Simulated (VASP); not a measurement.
# Ti (P6_3/mmc) in VASP: further runs

Runs on Ti. Level: PBE. Tasks: single point.

All numbers are computed with VASP 6.6.1; they aren't measurements. Logs are shortened: lines on timing, memory, paths and dates and some standing lists are left out, and cuts for length are marked.

### 1 The cell of the first run

Symmetry: P6_3/mmc, No. 194, hexagonal system. The conventional cell has a = 2.865 Å, b = 2.865 Å, c = 4.534 Å, α = 90.00°, β = 90.00°, γ = 120.00°. Ti (site symmetry -6m2) has 12 Ti at 2.81 to 2.86 Å within 3.7 Å.

### 2 Single point, PBE

Contents of INCAR:

```
  ALGO = Fast
  EDIFF = 1E-7
  ENCUT = 520
  GGA = PE
  ISIF = 2
  ISMEAR = 0
  LASPH = T
  LCHARG = F
  LREAL = F
  LWAVE = F
  NBANDS = 19
  NELM = 100
  PREC = Accurate
  SIGMA = 0.15
```

Contents of KPOINTS:

```
k-points
0
Gamma
  18 18 10
```

Contents of POSCAR:

```
Ti
1.0
    2.8648004617      0.0000000000      0.0000000000
   -1.4324002308      2.4809899766      0.0000000000
    0.0000000000      0.0000000000      4.5342933688
Ti
2
Direct
    0.3333333333      0.6666666667      0.2500000000
    0.6666666667      0.3333333333      0.7500000000
```

Potentials or basis: VASP PAW PBE potentials, release 64 (Ti_sv).

Started as:

```
$ cat potpaw_PBE.64/Ti_sv/POTCAR > POTCAR
$ mpirun -np 1 vasp_std > vasp.out
```

OUTCAR:

```text
EDIFF = 1E-7
   ENCUT = 520
   GGA = PE
   ISIF = 2
   ISMEAR = 0
   LASPH = T
   LREAL = F
   NELM = 100
   PREC = Accurate

 ion  position               nearest neighbor table
   1  0.333  0.667  0.250-   2 2.81   2 2.81   2 2.81   2 2.81   2 2.81   2 2.81
   2  0.667  0.333  0.750-   1 2.81   1 2.81   1 2.81   1 2.81   1 2.81   1 2.81

  LATTYP: Found a hexagonal cell.
 ALAT       =     2.8648004617
 C/A-ratio  =     1.5827606248

  Lattice vectors:

 A1 = (   2.8648004617,   0.0000000000,   0.0000000000)
 A2 = (  -1.4324002308,   2.4809899766,   0.0000000000)
 A3 = (   0.0000000000,   0.0000000000,   4.5342933688)

Analysis of symmetry for initial positions (statically):
=====================================================================
 Subroutine PRICEL returns:
 Original cell was already a primitive cell.

 Routine SETGRP: Setting up the symmetry group for a
 hexagonal supercell.

 Subroutine GETGRP returns: Found 24 space group operations
 (whereof 12 operations were pure point group operations)
 out of a pool of 24 trial point group operations.

The static configuration has the point symmetry D_3d.
 The point group associated with its full space group is D_6h.

Analysis of symmetry for dynamics (positions and initial velocities):
=====================================================================
 Subroutine PRICEL returns:
 Original cell was already a primitive cell.

 Routine SETGRP: Setting up the symmetry group for a
 hexagonal supercell.

 Subroutine GETGRP returns: Found 24 space group operations
 (whereof 12 operations were pure point group operations)
 out of a pool of 24 trial point group operations.

The dynamic configuration has the point symmetry D_3d.
 The point group associated with its full space group is D_6h.

 Subroutine INISYM returns: Found 24 space group operations
 (whereof 12 operations are pure point group operations),
 and found     1 'primitive' translations

----------------------------------------------------------------------------------------

                                     Primitive cell

  volume of cell :      32.2277

  direct lattice vectors                    reciprocal lattice vectors
     2.864800462  0.000000000  0.000000000     0.349064451  0.201532455  0.000000000
    -1.432400231  2.480989977  0.000000000     0.000000000  0.403064909  0.000000000
     0.000000000  0.000000000  4.534293369     0.000000000  0.000000000  0.220541531

  length of vectors
     2.864800462  2.864800462  4.534293369     0.403064909  0.403064909  0.220541531

  position of ions in fractional coordinates (direct lattice)
     0.333333333  0.666666667  0.250000000
     0.666666667  0.333333333  0.750000000

  ion indices of the primitive-cell ions
   primitive index   ion index
                 1           1
                 2           2

----------------------------------------------------------------------------------------

 KPOINTS: k-points

Automatic generation of k-mesh.
 Grid dimensions read from file:
 generate k-points for:   18   18   10

 Generating k-lattice:

  Cartesian coordinates                     Fractional coordinates (reciprocal lattice)
     0.019392469  0.011196247  0.000000000     0.055555556  0.000000000  0.000000000
     0.000000000  0.022392495  0.000000000     0.000000000  0.055555556  0.000000000
     0.000000000  0.000000000  0.022054153     0.000000000  0.000000000  0.100000000

  Length of vectors
     0.022392495  0.022392495  0.022054153

  Shift w.r.t. Gamma in fractional coordinates (k-lattice)
     0.000000000  0.000000000  0.000000000

 Subroutine IBZKPT returns following result:
 ===========================================

 Found    222 irreducible k-points:

 Following reciprocal coordinates:
            Coordinates               Weight
  0.000000  0.000000  0.000000      1.000000
  0.055556 -0.000000  0.000000      6.000000
  0.111111 -0.000000  0.000000      6.000000
  0.166667  0.000000  0.000000      6.000000
  0.222222 -0.000000  0.000000      6.000000
  0.277778  0.000000  0.000000      6.000000
[... 16 lines left out ...]
  0.333333  0.111111  0.000000     12.000000
  0.388889  0.111111  0.000000     12.000000
 [... further k-points ...]
   k-points           NKPTS =    222   k-points in BZ     NKDIM =    222   number of bands    NBANDS=     19
   number of dos      NEDOS =    301   number of ions     NIONS =      2
   total plane-waves  NPLWV =  20736
   dimension x,y,z NGX =    24 NGY =   24 NGZ =   36
   dimension x,y,z NGXF=    48 NGYF=   48 NGZF=   72
   ions per type =               2
   NGX,Y,Z   is equivalent  to a cutoff of  13.93, 13.93, 13.20 a.u.
   NGXF,Y,Z  is equivalent  to a cutoff of  27.85, 27.85, 26.40 a.u.
 SYSTEM =  unknown system
   PREC   = accura    normal or accurate (medium, high low for compatibility)
   ISTART =      0    job   : 0-new  1-cont  2-samecut
   ICHARG =      2    charge: 1-file 2-atom 10-const
   ISPIN  =      1    spin polarized calculation?
   LNONCOLLINEAR =      F non collinear calculations
   LSORBIT =      F    spin-orbit coupling
   LASPH  =      T    aspherical Exc in radial PAW
   ENCUT  =  520.0 eV  38.22 Ry    6.18 a.u.   5.33  5.33  8.43*2*pi/ulx,y,z
   NELM   =    100;   NELMIN=  2; NELMDL= -5     # of ELM steps
   EDIFF  = 0.1E-06   stopping-criterion for ELM
   LREAL  =      F    real-space projection
   EDIFFG = 0.1E-05   stopping-criterion for IOM
   NSW    =      0    number of steps for IOM
   IBRION =     -1    ionic relax: 0-MD 1-quasi-New 2-CG
   NFREE  =      0    steps in history (QN), initial steepest desc. (CG)
   ISIF   =      2    stress and relaxation
   ISYM   =      2    0-nonsym 1-usesym 2-fastsym
   POTIM  = 0.5000    time-step for ionic-motion
   TEBEG  =    0.0;   TEEND  =   0.0 temperature during run
   PSTRESS=    0.0 pullay stress
   NELECT =      24.0000    total number of electrons
   NUPDOWN=      -1.0000    fix difference up-down
   EMIN   =  10.00;   EMAX   =-10.00  energy-range for DOS
   EFERMI =   0.00;   METHOD = LEGACY
   ISMEAR =     0;   SIGMA  =   0.15  broadening in eV -4-tet -1-fermi 0-gaus
   EFERMI_NEDOS =   21; number of points for ismear=-14 and -15
   IALGO  =     68    algorithm
   IMIX   =      4    mixing-type and parameters
     AMIX     =   0.40;   BMIX     =  1.00
     AMIX_MAG =   1.60;   BMIX_MAG =  1.00
  volume/ion in A,a.u.               =      16.11       108.74
  Fermi-wavevector in a.u.,A,eV,Ry     =   1.483892  2.804149 29.959144  2.201935
  Thomas-Fermi vector in A             =   2.597497
   LORBIT       =      0    0 simple, 1 ext, 2 COOP (PROOUT), +10 PAW based schemes
   GGA     = PE    functional components
   LHFCALC =     F    Hartree Fock is set to
   AEXX    =    0.0000 exact exchange contribution
   IVDW    =     0    specifies the selected vdW correction
   LEPSILON=     F    determine dielectric tensor
   LRPA    =     F    only Hartree local field effects (RPA)
 non-spin polarized calculation
 RMM-DIIS sequential band-by-band and
 Gauss-broadening in eV      SIGMA  =   0.15
  energy-cutoff  :      520.00
  volume of cell :       32.23
 maximum number of plane-waves:       888
 NGX is ok and might be reduce to    24
   NGX = 11   NGY = 11   NGZ = 17

 number of electron      24.0000003 magnetization

 Free energy of the ion-electron system (eV)
  ---------------------------------------------------
  ext. energy  EPLUGINS =         0.00000000
  ---------------------------------------------------
  free energy    TOTEN  =       -15.61393278 eV

  energy without entropy =      -15.59216120  energy(sigma->0) =      -15.60304699

 E-fermi :   9.1555     XC(G=0): -11.8555

 val. band max:        9.1461733927   @ k =   0.3333   0.1667   0.4000
 cond. band min:       9.1572850052   @ k =   0.0000   0.0000   0.4000
 fundamental gap:      0.0111116124
 Fermi energy:         9.1555275757

 k-point     1 :       0.0000    0.0000    0.0000
  band No.  band energies     occupation
      1     -47.5862      2.00000
      2     -47.4010      2.00000
      3     -24.2653      2.00000
      4     -23.4600      2.00000
      5     -23.4600      2.00000
      6     -23.3644      2.00000
[... 11 lines left out ...]
     18      10.9098      0.00000
     19      12.6032      0.00000

 k-point     2 :       0.0556   -0.0000    0.0000
  band No.  band energies     occupation
      1     -47.5820      2.00000
      2     -47.3994      2.00000
      3     -24.2567      2.00000
      4     -23.4780      2.00000
      5     -23.4661      2.00000
      6     -23.3680      2.00000
[... 11 lines left out ...]
     18      10.8545      0.00000
     19      12.6340      0.00000

 k-point     3 :       0.1111   -0.0000    0.0000
  band No.  band energies     occupation
      1     -47.5701      2.00000
      2     -47.3948      2.00000
      3     -24.2312      2.00000
      4     -23.5298      2.00000
      5     -23.4831      2.00000
      6     -23.4060      2.00000
[... 11 lines left out ...]
     18      10.7607      0.00000
     19      12.7110      0.00000

 k-point     4 :       0.1667    0.0000    0.0000
  band No.  band energies     occupation
      1     -47.5513      2.00000
      2     -47.3880      2.00000
      3     -24.1905      2.00000
      4     -23.6096      2.00000
      5     -23.5084      2.00000
      6     -23.4861      2.00000
[... 11 lines left out ...]
     18      11.0419      0.00000
     19      12.8050      0.00000

 k-point     5 :       0.2222   -0.0000    0.0000
  band No.  band energies     occupation
      1     -47.5276      2.00000
      2     -47.3803      2.00000
      3     -24.1373      2.00000
      4     -23.7082      2.00000
      5     -23.5816      2.00000
      6     -23.5385      2.00000
[... 11 lines left out ...]
     18      11.4061      0.00000
     19      12.8937      0.00000
[... 334 lines left out ...]
      2     -47.3713      2.00000
      3     -24.0549      2.00000
      4     -23.8092      2.00000
      5     -23.7315      2.00000
      6     -23.5656      2.00000
[... 11 lines left out ...]
     18      12.2025      0.00000
     19      12.9084      0.00000

 k-point    22 :       0.2778    0.1111    0.0000
  band No.  band energies     occupation
      1     -47.4673      2.00000
      2     -47.3671      2.00000
      3     -23.9900      2.00000
      4     -23.9020      2.00000
      5     -23.7933      2.00000
      6     -23.6109      2.00000
[... 11 lines left out ...]
     18      12.7239      0.00000
     19      12.9438      0.00000

 k-point    23 :       0.3333    0.1111    0.0000
  band No.  band energies     occupation
      1     -47.4444      2.00000
      2     -47.3657      2.00000
      3     -23.9777      2.00000
      4     -23.9270      2.00000
      5     -23.8429      2.00000
      6     -23.6475      2.00000
[... 11 lines left out ...]
     18      12.9675      0.00000
     19      13.2626      0.00000

 k-point    24 :       0.3889    0.1111    0.0000
  band No.  band energies     occupation
      1     -47.4274      2.00000
      2     -47.3668      2.00000
      3     -24.0269      2.00000
      4     -23.8760      2.00000
      5     -23.8751      2.00000
      6     -23.6711      2.00000
[... 11 lines left out ...]
     18      12.9806      0.00000
     19      13.8031      0.00000

 [... further k-points ...]
[... 5 lines left out ...]
  --------------------------------------------------------------------------------------
  -------------------------------------------------------------------------------------
  Total        1.8205936      1.8205936      1.8649246      0.0000000      0.0000000      0.0000000
  in kB       90.5095891     90.5095891     92.7134721      0.0000000      0.0000000      0.0000000
  external PRESSURE =      91.2442168 kB  Pullay stress =       0.0000000 kB

 VOLUME and BASIS-vectors are now :
 -----------------------------------------------------------------------------
  energy-cutoff  :      520.00
  volume of cell :       32.23
      direct lattice vectors                 reciprocal lattice vectors
     2.864800462  0.000000000  0.000000000     0.349064451  0.201532455  0.000000000
    -1.432400231  2.480989977  0.000000000     0.000000000  0.403064909  0.000000000
     0.000000000  0.000000000  4.534293369     0.000000000  0.000000000  0.220541531

 POSITION                                       TOTAL-FORCE (eV/Angst)
 -----------------------------------------------------------------------------------
     -0.00000      1.65399      1.13357         0.000000     -0.000000      0.000000
      1.43240      0.82700      3.40072        -0.000000      0.000000      0.000000
 -----------------------------------------------------------------------------------
    total drift:                               -0.000000      0.000000     -0.000000

  FREE ENERGIE OF THE ION-ELECTRON SYSTEM (eV)
  ---------------------------------------------------
  free  energy   TOTEN  =       -15.6139327836 eV

  energy  without entropy=      -15.5921612006  energy(sigma->0) =      -15.60304699
```

Wall time 9 min (1 thread of Intel Xeon Platinum 8259CL at 2.50GHz (Skylake/Cascade Lake), shared host); peak memory 0.24 GiB.

What came out:

* Free energy: -15.6139 eV
* Pressure: 9.1 GPa
* Band gap on the k mesh: zero (bands 12 and 13 overlap by 1.13 eV)

Caveat: the cell stands under pressure.

[end of part 1 of 2]
